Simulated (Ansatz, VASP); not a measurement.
Two plane-wave programs on InAs

Contents of INCAR:

```
PREC     = Accurate       # precision mode
ENCUT    = 500            # plane-wave cutoff, eV
EDIFF    = 1E-7           # SCF threshold, eV
ISMEAR   = -1             # smearing method
SIGMA    = 0.05           # smearing width, eV
LREAL    = F              # projectors in reciprocal space
LASPH    = T              # aspherical terms in the spheres
NELM     = 60             # most SCF steps
ALGO     = Normal         # electronic algorithm
ISIF     = 2              # what is computed and relaxed
LWAVE    = F              # write WAVECAR
LCHARG   = F              # write CHGCAR
GGA      = PE             # functional
NBANDS   = 11             # bands
```

Contents of KPOINTS:

```
regular mesh
0
Gamma
  8 8 8
```

The input POSCAR:

```
InAs
1.0
    0.0000000000      3.0180000000      3.0180000000
    3.0180000000      0.0000000000      3.0180000000
    3.0180000000      3.0180000000      0.0000000000
In As
1 1
Direct
    0.0000000000      0.0000000000      0.0000000000
    0.7500000000      0.7500000000      0.7500000000
```

The input KPOINTS_OPT:

```
path GXWKGLUWLK,UX
10
line-mode
reciprocal
 0.0000000000  0.0000000000  0.0000000000  G
 0.5000000000  0.0000000000  0.5000000000  X

 0.5000000000  0.0000000000  0.5000000000  X
 0.5000000000  0.2500000000  0.7500000000  W

 0.5000000000  0.2500000000  0.7500000000  W
 0.3750000000  0.3750000000  0.7500000000  K

 0.3750000000  0.3750000000  0.7500000000  K
 0.0000000000  0.0000000000  0.0000000000  G

 0.0000000000  0.0000000000  0.0000000000  G
 0.5000000000  0.5000000000  0.5000000000  L

 0.5000000000  0.5000000000  0.5000000000  L
 0.6250000000  0.2500000000  0.6250000000  U

 0.6250000000  0.2500000000  0.6250000000  U
 0.5000000000  0.2500000000  0.7500000000  W

 0.5000000000  0.2500000000  0.7500000000  W
 0.5000000000  0.5000000000  0.5000000000  L

 0.5000000000  0.5000000000  0.5000000000  L
 0.3750000000  0.3750000000  0.7500000000  K

 0.6250000000  0.2500000000  0.6250000000  U
 0.5000000000  0.0000000000  0.5000000000  X
```

Contents of input.yaml:

```yaml
crystal:
  lattice:
    - [0.0, 3.018, 3.018]
    - [3.018, 0.0, 3.018]
    - [3.018, 3.018, 0.0]
  atoms:
    - { symbol: In, position: [0.0, 0.0, 0.0] }
    - { symbol: As, position: [0.75, 0.75, 0.75] }
hamiltonian:
  xc: pbe
  pseudopotentials: { kind: paw }
kpoints:
  mp_grid: { grid: [8, 8, 8] }
  band_path:
    path:
      - [[0.0, 0.0, 0.0], [0.5, 0.0, 0.5], [0.5, 0.25, 0.75], [0.375, 0.375, 0.75], [0.0, 0.0, 0.0], [0.5, 0.5, 0.5], [0.625, 0.25, 0.625], [0.5, 0.25, 0.75], [0.5, 0.5, 0.5], [0.375, 0.375, 0.75]]
      - [[0.625, 0.25, 0.625], [0.5, 0.0, 0.5]]
    npoints: 14
scf:
  occupations: { method: fermi_dirac, width: 0.05 }
  n_extra_bands: 6
output:
  forces: true
  stress: true
  eigenvalues: true
  fatbands: false
```

Alike in both runs: task band structure; functional PBE; k mesh 8 × 8 × 8; occupations fermi-dirac, width 0.05 eV; no spin polarisation.

|  | VASP | Ansatz |
| --- | --- | --- |
| version | VASP 6.6.1 | Ansatz 0.2.0 |
| potentials or method | VASP PAW PBE potentials, release 64 (In, As) | Ansatz PAW |
| plane-wave cutoff (eV) | 500 | 420 |
| valence electrons in the cell | 8 | 28 |

Ansatz gave:

- gap on the k mesh at the Fermi level (eV): none
- pressure (GPa): 4.3

Q: Which values does VASP return?

A: gap on the k mesh at the Fermi level (eV): none; pressure (GPa): 5.2.

A gap of «none» marks a metal or a gap that the smearing closes. With one functional, cell and mesh, what is left measures potentials, basis and numerics. VASP's potentials hold 8 valence electrons a cell and Ansatz's 28, so a difference there can come from the potentials and not from the codes.
